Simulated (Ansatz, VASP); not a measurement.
# One calculation of Pb, two programs

```
Pb
1.0
     3.45677    0.00000    0.00000
    -1.72839    2.99365    0.00000
     0.00000    0.00000    5.66818
Pb
2
Cartesian
  0.0000 1.9958 1.4170
  1.7284 0.9979 4.2511
```

Alike in both runs: task single point; functional PBE; k mesh 12 × 12 × 6; occupations fermi-dirac, width 0.1 eV; no spin polarisation.

```csv
,VASP,Ansatz
version,VASP 6.6.1,Ansatz 0.2.0
potentials or method,"VASP PAW PBE potentials, release 64 (Pb_d), cutoff 520 eV","plane waves (420 eV) with PAW, scalar-relativistic"
valence electrons in the cell,28,28
```

|  | VASP | Ansatz | Ansatz less VASP |
| --- | --- | --- | --- |
| pressure (GPa) | 3.8 | 3.9 | +0.07 |
| traceless stress, the component that is largest in VASP (GPa) | 0.15 | 0.15 | -0.002 |

The functional is the same, so the differences come from potentials, cutoffs and numerics.

Spin-orbit coupling is off throughout.
